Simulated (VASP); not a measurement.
Wanted: the native input for a VASP 6.6.1 run.

- Task: single point
- Functional: PBE
- Potentials or basis: VASP PAW PBE potentials, release 64 (Bi_d, H, Pb_d)
- Cutoff: 520 eV
- k mesh: 12 × 12 × 6
- Occupations: gaussian, width 0.1 eV
- Spin: no spin polarisation
- Dipole correction: no
- Further INCAR settings: ALGO = Fast; EDIFF = 1e-06; NBANDS = 24

The structure of BiH3Pb lies in POSCAR:

```
BiH3Pb
1.0
    3.8781947573      0.0000000000      0.0000000000
   -1.9390973786      3.3586151807      0.0000000000
    0.0000000000      0.0000000000      6.9324766330
Bi H Pb
1 3 1
Direct
    0.0000000000      0.0000000000      0.6914598907
    0.5000000000      0.5000000000      0.5681775174
    0.5000000000      0.0000000000      0.5681775174
    0.0000000000      0.5000000000      0.5681775174
    0.0000000000      0.0000000000      0.1786732972
```

The cell was generated, and may not be a known phase.

The input as run:

INCAR

```
SYSTEM = BiH3Pb
ALGO     = Fast           ! electronic algorithm
EDIFF    = 1E-6           ! SCF threshold, eV
ENCUT    = 520            ! plane-wave cutoff, eV
GGA      = PE             ! functional
ISIF     = 2              ! what is computed and relaxed
ISMEAR   = 0              ! smearing method
LASPH    = .True.         ! aspherical terms in the spheres
LCHARG   = .False.        ! write CHGCAR
LREAL    = .False.        ! projectors in reciprocal space
LWAVE    = .False.        ! write WAVECAR
NBANDS   = 24             ! bands
NELM     = 80             ! most SCF steps
PREC     = Accurate       ! precision mode
SIGMA    = 0.1            ! smearing width, eV
```

KPOINTS

```
k-points
0
Gamma
  12 12 6
  0 0 0
```

Potentials or basis: VASP PAW PBE potentials, release 64 (Bi_d, H, Pb_d).

Command:

```bash
$ cat potpaw_PBE.64/Bi_d/POTCAR potpaw_PBE.64/H/POTCAR potpaw_PBE.64/Pb_d/POTCAR > POTCAR
$ mpirun -np 1 vasp_std > vasp.out
```

Results of the run:

```
Pressure               : -0.1 GPa
Largest force          : 0.006 eV/Å
Band gap on the k mesh : zero (bands 16 and 17 overlap by 1.54 eV)
```

Caveat: spin-orbit coupling is left out, which moves the levels of the heavy elements.

Run time: 3.5 min on 1 thread of Oxide Virtual Turin-like Processor (shared host), peak memory 0.29 GiB.
